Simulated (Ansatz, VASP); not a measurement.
## One calculation of Sn2Pb, two programs

```
Sn Pb
1.0
     3.27420    0.00000    0.00000
    -1.63710    2.83554    0.00000
     0.00000    0.00000    9.68954
Sn Pb
2 1
Direct
  0.00000 0.00000 0.33802
  0.00000 0.00000 0.66198
  0.00000 0.00000 0.00000
```

Alike in both runs: task relaxation of cell and atoms; functional PBE; k mesh 12 × 12 × 4; occupations gaussian, width 0.1 eV; no spin polarisation.

```csv
,VASP,Ansatz
version,VASP 6.6.1,Ansatz 0.2.0
potentials or method,"VASP PAW PBE potentials, release 64 (Sn_d, Pb_d), cutoff 600 eV","scalar-relativistic, plane waves, PAW"
valence electrons in the cell,42,42
```

```tsv
	VASP	Ansatz	Ansatz less VASP
gap on the k mesh at the Fermi level, each at its own relaxed structure (eV)	none	none	-
relaxed volume (Å³/atom)	29.97	29.97	0.000
relaxed length of the cell vector where the two differ most in proportion (Å)	9.398	9.396	-0.0022
```

A gap of «none» marks a metal or a gap that the smearing closes.

Spin-orbit coupling is off throughout. Noted on VASP's run: too few bands were computed for a metal, which touches its energy and stress.
